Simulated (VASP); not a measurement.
# CdS (P6_3mc) in VASP: notebook, part 2 of 2

VASP 6.6.1. The steps go on from the part before.

## 5. Single point, LDA

This run uses another cell than the first one, of 21.91 Å³/atom.

File INCAR:

```
SYSTEM = CdS
PREC     = Accurate       ! precision mode
ENCUT    = 520            ! plane-wave cutoff, eV
EDIFF    = 1E-6           ! SCF threshold, eV
ISMEAR   = 0              ! smearing method
SIGMA    = 0.01           ! smearing width, eV
LREAL    = .FALSE.        ! projectors in reciprocal space
LASPH    = .TRUE.         ! aspherical terms in the spheres
NELM     = 60             ! most SCF steps
ALGO     = Normal         ! electronic algorithm
ISIF     = 2              ! what is computed and relaxed
LWAVE    = .FALSE.        ! write WAVECAR
LCHARG   = .FALSE.        ! write CHGCAR
GGA      = CA             ! functional
NBANDS   = 26             ! bands
```

File KPOINTS:

```
Automatic mesh
0
G
  6 6 4
  0 0 0
```

File POSCAR:

```
CdS
1.0
    3.9563777115      0.0000000000      0.0000000000
   -1.9781888557      3.4263236051      0.0000000000
    0.0000000000      0.0000000000      6.4641595265
Cd S
2 2
Direct
    0.3333333333      0.6666666667     -0.0000385827
    0.6666666667      0.3333333333      0.4999614173
    0.3333333333      0.6666666667      0.3750385827
    0.6666666667      0.3333333333      0.8750385827
```

Potentials or basis: VASP PAW LDA potentials, release 64 (Cd, S).

Started as:

```console
> cat potpaw_LDA.64/Cd/POTCAR potpaw_LDA.64/S/POTCAR > POTCAR
> mpirun -np 1 vasp_std > vasp.out
```

OUTCAR:

```text
SYSTEM = CdS
   PREC = Accurate
   ENCUT = 520
   EDIFF = 1E-6
   ISMEAR = 0
   LREAL = .FALSE.
   LASPH = .TRUE.
   NELM = 60
   ISIF = 2
   GGA = CA

 ion  position               nearest neighbor table
   1  0.333  0.667  1.000-   4 2.42   4 2.42   4 2.42   3 2.42
   2  0.667  0.333  0.500-   3 2.42   3 2.42   3 2.42   4 2.42
   3  0.333  0.667  0.375-   2 2.42   2 2.42   2 2.42   1 2.42
   4  0.667  0.333  0.875-   1 2.42   1 2.42   1 2.42   2 2.42

  LATTYP: Found a hexagonal cell.
 ALAT       =     3.9563777115
 C/A-ratio  =     1.6338580383

  Lattice vectors:

 A1 = (   3.9563777115,   0.0000000000,   0.0000000000)
 A2 = (  -1.9781888557,   3.4263236051,   0.0000000000)
 A3 = (   0.0000000000,   0.0000000000,   6.4641595265)

Analysis of symmetry for initial positions (statically):
=====================================================================
 Subroutine PRICEL returns:
 Original cell was already a primitive cell.

 Routine SETGRP: Setting up the symmetry group for a
 hexagonal supercell.

 Subroutine GETGRP returns: Found 12 space group operations
 (whereof  6 operations were pure point group operations)
 out of a pool of 24 trial point group operations.

The static configuration has the point symmetry C_3v.
 The point group associated with its full space group is C_6v.

Analysis of symmetry for dynamics (positions and initial velocities):
=====================================================================
 Subroutine PRICEL returns:
 Original cell was already a primitive cell.

 Routine SETGRP: Setting up the symmetry group for a
 hexagonal supercell.

 Subroutine GETGRP returns: Found 12 space group operations
 (whereof  6 operations were pure point group operations)
 out of a pool of 24 trial point group operations.

The dynamic configuration has the point symmetry C_3v.
 The point group associated with its full space group is C_6v.

 Subroutine INISYM returns: Found 12 space group operations
 (whereof  6 operations are pure point group operations),
 and found     1 'primitive' translations

----------------------------------------------------------------------------------------

                                     Primitive cell

  volume of cell :      87.6270

  direct lattice vectors                    reciprocal lattice vectors
     3.956377712  0.000000000  0.000000000     0.252756454  0.145929007  0.000000000
    -1.978188856  3.426323605  0.000000000     0.000000000  0.291858013  0.000000000
     0.000000000  0.000000000  6.464159526     0.000000000  0.000000000  0.154699152

  length of vectors
     3.956377712  3.956377711  6.464159526     0.291858013  0.291858013  0.154699152

  position of ions in fractional coordinates (direct lattice)
     0.333333333  0.666666667  0.999961417
     0.666666667  0.333333333  0.499961417
     0.333333333  0.666666667  0.375038583
     0.666666667  0.333333333  0.875038583

  ion indices of the primitive-cell ions
   primitive index   ion index
                 1           1
                 2           2
                 3           3
                 4           4

----------------------------------------------------------------------------------------

 KPOINTS: Automatic mesh

Automatic generation of k-mesh.
 Grid dimensions read from file:
 generate k-points for:    6    6    4

 Generating k-lattice:

  Cartesian coordinates                     Fractional coordinates (reciprocal lattice)
     0.042126076  0.024321501  0.000000000     0.166666667  0.000000000  0.000000000
     0.000000000  0.048643002  0.000000000     0.000000000  0.166666667  0.000000000
     0.000000000  0.000000000  0.038674788     0.000000000  0.000000000  0.250000000

  Length of vectors
     0.048643002  0.048643002  0.038674788

  Shift w.r.t. Gamma in fractional coordinates (k-lattice)
     0.000000000  0.000000000  0.000000000

 Subroutine IBZKPT returns following result:
 ===========================================

 Found     21 irreducible k-points:

 Following reciprocal coordinates:
            Coordinates               Weight
  0.000000  0.000000  0.000000      1.000000
  0.166667 -0.000000  0.000000      6.000000
  0.333333  0.000000  0.000000      6.000000
  0.500000 -0.000000  0.000000      3.000000
  0.166667  0.166667  0.000000      6.000000
  0.333333  0.166667  0.000000     12.000000
[... 13 lines left out ...]
  0.333333  0.166667  0.500000     12.000000
  0.333333  0.333333  0.500000      2.000000
   k-points           NKPTS =     21   k-points in BZ     NKDIM =     21   number of bands    NBANDS=     26
   number of dos      NEDOS =    301   number of ions     NIONS =      4
   total plane-waves  NPLWV =  43200
   dimension x,y,z NGX =    30 NGY =   30 NGZ =   48
   dimension x,y,z NGXF=    60 NGYF=   60 NGZF=   96
   ions per type =               2   2
   NGX,Y,Z   is equivalent  to a cutoff of  12.61, 12.61, 12.34 a.u.
   NGXF,Y,Z  is equivalent  to a cutoff of  25.21, 25.21, 24.69 a.u.
 SYSTEM =  CdS
   PREC   = accura    normal or accurate (medium, high low for compatibility)
   ISTART =      0    job   : 0-new  1-cont  2-samecut
   ICHARG =      2    charge: 1-file 2-atom 10-const
   ISPIN  =      1    spin polarized calculation?
   LNONCOLLINEAR =      F non collinear calculations
   LSORBIT =      F    spin-orbit coupling
   LASPH  =      T    aspherical Exc in radial PAW
   ENCUT  =  520.0 eV  38.22 Ry    6.18 a.u.   7.36  7.36 12.02*2*pi/ulx,y,z
   NELM   =     60;   NELMIN=  2; NELMDL= -5     # of ELM steps
   EDIFF  = 0.1E-05   stopping-criterion for ELM
   LREAL  =      F    real-space projection
[... 7 lines left out ...]
   TEBEG  =    0.0;   TEEND  =   0.0 temperature during run
   PSTRESS=    0.0 pullay stress
   NELECT =      36.0000    total number of electrons
   NUPDOWN=      -1.0000    fix difference up-down
   EMIN   =  10.00;   EMAX   =-10.00  energy-range for DOS
   EFERMI =   0.00;   METHOD = LEGACY
   ISMEAR =     0;   SIGMA  =   0.01  broadening in eV -4-tet -1-fermi 0-gaus
   EFERMI_NEDOS =   21; number of points for ismear=-14 and -15
   IALGO  =     38    algorithm
   IMIX   =      4    mixing-type and parameters
     AMIX     =   0.40;   BMIX     =  1.00
     AMIX_MAG =   1.60;   BMIX_MAG =  1.00
  volume/ion in A,a.u.               =      21.91       147.83
  Fermi-wavevector in a.u.,A,eV,Ry     =   1.217016  2.299827 20.151967  1.481128
  Thomas-Fermi vector in A             =   2.352350
   LORBIT       =      0    0 simple, 1 ext, 2 COOP (PROOUT), +10 PAW based schemes
   GGA     = CA    functional components
   LHFCALC =     F    Hartree Fock is set to
   AEXX    =    0.0000 exact exchange contribution
   IVDW    =     0    specifies the selected vdW correction
   LEPSILON=     F    determine dielectric tensor
   LRPA    =     F    only Hartree local field effects (RPA)
 non-spin polarized calculation
 Gauss-broadening in eV      SIGMA  =   0.01
  energy-cutoff  :      520.00
  volume of cell :       87.63
 maximum number of plane-waves:      2394
 NGX is ok and might be reduce to    30
   NGX = 15   NGY = 15   NGZ = 25

 number of electron      35.9999978 magnetization

 Free energy of the ion-electron system (eV)
  ---------------------------------------------------
  ext. energy  EPLUGINS =         0.00000000
  ---------------------------------------------------
  free energy    TOTEN  =       -14.62383788 eV

  energy without entropy =      -14.62383788  energy(sigma->0) =      -14.62383788

 E-fermi :   2.4016     XC(G=0): -10.1574

 val. band max:        2.3168670490   @ k =   0.0000   0.0000   0.0000
 cond. band min:       3.5553491370   @ k =   0.0000   0.0000   0.0000
 fundamental gap:      1.2384820880
 Fermi energy:         2.4016377277

 k-point     1 :       0.0000    0.0000    0.0000
  band No.  band energies     occupation
      1     -10.9108      2.00000
      2     -10.3318      2.00000
      3      -6.0236      2.00000
      4      -6.0026      2.00000
      5      -6.0026      2.00000
      6      -5.8867      2.00000
[... 18 lines left out ...]
     25       9.8179      0.00000
     26      10.1625      0.00000
[... 557 lines left out ...]
      4      -5.7650      2.00000
      5      -5.7388      2.00000
      6      -5.7388      2.00000
[... 18 lines left out ...]
     25      11.5033      0.00000
     26      11.5033      0.00000

------------------------ aborting loop because EDIFF is reached ----------------------------------------

  FORCE on cell =-STRESS in cart. coord.  units (eV):
  Direction    XX          YY          ZZ          XY          YZ          ZX
  --------------------------------------------------------------------------------------
  -------------------------------------------------------------------------------------
  Total        4.2547788      4.2547788      4.2681124      0.0000000      0.0000000      0.0000000
  in kB       77.7945874     77.7945874     78.0383784      0.0000000      0.0000000      0.0000000
  external PRESSURE =      77.8758511 kB  Pullay stress =       0.0000000 kB

 VOLUME and BASIS-vectors are now :
 -----------------------------------------------------------------------------
  energy-cutoff  :      520.00
  volume of cell :       87.63
      direct lattice vectors                 reciprocal lattice vectors
     3.956377712  0.000000000  0.000000000     0.252756454  0.145929007  0.000000000
    -1.978188856  3.426323605  0.000000000     0.000000000  0.291858013  0.000000000
     0.000000000  0.000000000  6.464159526     0.000000000  0.000000000  0.154699152

 POSITION                                       TOTAL-FORCE (eV/Angst)
 -----------------------------------------------------------------------------------
     -0.00000      2.28422      6.46391         0.000000     -0.000000      0.000810
      1.97819      1.14211      3.23183        -0.000000      0.000000      0.000810
     -0.00000      2.28422      2.42431        -0.000000     -0.000000     -0.000810
      1.97819      1.14211      5.65639        -0.000000      0.000000     -0.000810
 -----------------------------------------------------------------------------------
    total drift:                               -0.000000     -0.000000     -0.000739

  FREE ENERGIE OF THE ION-ELECTRON SYSTEM (eV)
  ---------------------------------------------------
  free  energy   TOTEN  =       -14.6238378812 eV

  energy  without entropy=      -14.6238378812  energy(sigma->0) =      -14.62383788
```

Wall time 45 s (1 thread of Intel Xeon 8259CL, shared host); peak memory 0.18 GiB.

Results:

```yaml
Free_energy: -14.6238 eV
Pressure: 7.8 GPa
Band_gap_on_the_k_mesh: 1.24 eV
```

Caveat: the cell stands under pressure.

## 6. Single point, LDA

This run uses another cell than the first one, of 22.63 Å³/atom.

File INCAR:

```
SYSTEM = CdS
ALGO = Normal
EDIFF = 1E-6
ENCUT = 520
ISIF = 2
ISMEAR = 0
LASPH = .True.
LCHARG = .True.
LELF = .True.
LREAL = .False.
LVHAR = .True.
LWAVE = .False.
NBANDS = 26
NELM = 80
PREC = Accurate
SIGMA = 0.01
```

File KPOINTS:

```
k-points
0
Gamma
  6 6 4
  0 0 0
```

File POSCAR:

```
CdS
1.0
    4.0017941801      0.0000000000      0.0000000000
   -2.0008970900      3.4656554207      0.0000000000
    0.0000000000      0.0000000000      6.5281316497
Cd S
2 2
Direct
    0.3333333333      0.6666666667     -0.0003086171
    0.6666666667      0.3333333333      0.4996913829
    0.3333333333      0.6666666667      0.3753086171
    0.6666666667      0.3333333333      0.8753086171
```

Potentials or basis: VASP PAW LDA potentials, release 64 (Cd, S).

Started as:

```console
> cat potpaw_LDA.64/Cd/POTCAR potpaw_LDA.64/S/POTCAR > POTCAR
> mpirun -np 1 vasp_std > vasp.out
```

It took 59 s on 1 thread of Intel Xeon 8259CL, shared host; peak memory 0.19 GiB.

It converged, with:

- Free energy: -14.7370 eV
- Pressure: 4.7 GPa
- Band gap on the k mesh: 1.17 eV

Levels at points of the mesh, in eV from the valence-band top:
```
           k point  band 14  band 15  band 16  band 17  band 18  band 19  band 20  band 21  band 22  band 23
(0.00, 0.00, 0.00)    -0.92    -0.92    -0.08     0.00     0.00     1.17     2.70     6.27     6.27     6.53
(0.50, 0.00, 0.00)    -4.04    -3.18    -2.27    -1.61    -0.92     3.65     3.71     4.83     6.54     6.84
(0.00, 0.00, 0.50)    -2.79    -0.48    -0.48    -0.48    -0.48     2.83     2.83     6.07     6.07     6.65
(0.50, 0.00, 0.50)    -4.76    -1.64    -1.64    -1.62    -1.62     3.26     3.26     5.23     5.23     7.95
```

Caveat: the cell stands under pressure.

## 7. The runs side by side

| cell | gap on the mesh (eV) | pressure (GPa) |
| --- | --- | --- |
| a = 3.852, b = 3.852, c = 6.354 Å, angles 90.0, 90.0, 120.0°, 4 atoms, atomic positions A | 1.36 | 16.1 |
| a = 3.915, b = 3.915, c = 6.414 Å, angles 90.0, 90.0, 120.0°, 4 atoms, atomic positions B | 1.29 | 10.9 |
| a = 3.956, b = 3.956, c = 6.464 Å, angles 90.0, 90.0, 120.0°, 4 atoms, atomic positions B | 1.24 | 7.8 |
| a = 4.002, b = 4.002, c = 6.528 Å, angles 90.0, 90.0, 120.0°, 4 atoms, atomic positions B | 1.17 | 4.7 |

Alike in all rows: task single point; level LDA; potentials or basis VASP PAW LDA potentials, release 64 (Cd, S); no spin polarisation; k mesh 6 × 6 × 4; cutoff (eV) 520; smearing gaussian 0.01 eV.

Caveats: the cell stands under pressure.

Absolute energies hang on the potentials; compare differences alone.
